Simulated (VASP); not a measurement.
RbCl: single point with PBEsol

RbCl:

```
Rb Cl
1.0
     0.01637    3.27400    3.27400
     3.27400    0.01637    3.27400
     3.29037    3.29037    0.00000
Rb Cl
1 1
Direct
  0.00000 0.00000 0.00000
  0.50000 0.50000 0.50000
```

| Quantity | Value |
| --- | --- |
| Program | VASP 6.6.1 |
| Task | single point |
| Functional | PBEsol |
| Potentials or basis | VASP PAW PBE potentials, release 64 (Rb_sv, Cl) |
| Cutoff | 500 eV |
| k mesh | 6 × 6 × 6 |
| Occupations | fermi-dirac, width 0.05 eV |
| Spin | no spin polarisation |

```yaml
Pressure: 0.0 GPa
Band_gap_on_the_k_mesh: 4.88 eV, direct
```

Stress tensor (GPa, compression positive):
```
-0.02 -0.05  0.00
-0.05 -0.02  0.00
 0.00  0.00 -0.02
```

Levels at points of the mesh, in eV from the valence-band top:
```tsv
k point	band 5	band 6	band 7	band 8	band 9	band 10	band 11	band 12
(0.00, 0.00, 0.00)	-7.91	-0.01	-0.01	0.00	4.88	7.86	7.91	7.95
(0.50, 0.00, 0.00)	-7.88	-0.92	-0.38	-0.37	7.64	7.93	10.12	10.18
(0.50, 0.50, 0.00)	-8.02	-0.33	-0.12	-0.10	6.07	8.00	9.63	10.03
(0.00, 0.00, 0.50)	-7.87	-0.92	-0.37	-0.36	7.64	7.90	10.09	10.16
(0.50, 0.00, 0.50)	-8.02	-0.34	-0.11	-0.11	6.07	8.00	9.63	10.03
```

Wall time 74 s on 1 thread of Intel Xeon 8259CL, on a shared host, peak memory 0.22 GiB.

Caveat: the PAW data sets were made with another functional, which shifts forces and pressure a little.
